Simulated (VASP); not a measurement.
Crystal: ZrTaS3.

```
CELL_PARAMETERS angstrom
4.84206 0.00000 0.00000
0.00000 4.84206 0.00000
0.00000 0.00000 4.84206
ATOMIC_POSITIONS crystal
Zr 0.00000 0.00000 0.00000
Ta 0.50000 0.50000 0.50000
S 0.00000 0.50000 0.50000
S 0.50000 0.00000 0.50000
S 0.50000 0.50000 0.00000
```

The cell was generated, and may not be a known phase.

```yaml
Program: VASP 6.6.1
Task: relaxation of cell and atoms
Functional: PBE
Potentials_or_basis: VASP PAW PBE potentials, release 64 (Zr_sv, Ta_pv, S)
Cutoff: 600 eV
k_mesh: 4 × 4 × 4
Occupations: gaussian, width 0.1 eV
Spin: collinear spin
Starting_moments: "[0.0, 1.0, 0.0, 0.0, 0.0] μB"
```

At the start: pressure -6.9 GPa; volume 22.70 Å³/atom.

Problem. Where does the relaxation end?

Solution. Over 3 steps the energy falls by 38.9 meV/atom and the volume is 21.03 Å³/atom (-7.4 %); space group Pm-3m (No. 221, to 0.1 Å) before and after; moment 0.00 μB per cell.

The path:
| step | energy change (eV) | largest force (eV/Å) | pressure (GPa) | volume (Å³) |
| --- | --- | --- | --- | --- |
| 1 | 0.0000 | 0.0000 | -6.87 | 113.52 |
| 2 | -0.0318 | 0.0000 | 8.15 | 98.27 |
| 3 | -0.1946 | 0.0000 | -0.07 | 105.14 |

Final structure:
```
Zr Ta S
1.0
     4.71984    0.00000    0.00000
     0.00000    4.71984    0.00000
     0.00000    0.00000    4.71984
Zr Ta S
1 1 3
Direct
  0.00000 0.00000 0.00000
  0.50000 0.50000 0.50000
  0.00000 0.50000 0.50000
  0.50000 0.00000 0.50000
  0.50000 0.50000 0.00000
```

Caveat: the highest band is partly filled, so the run has too few bands.
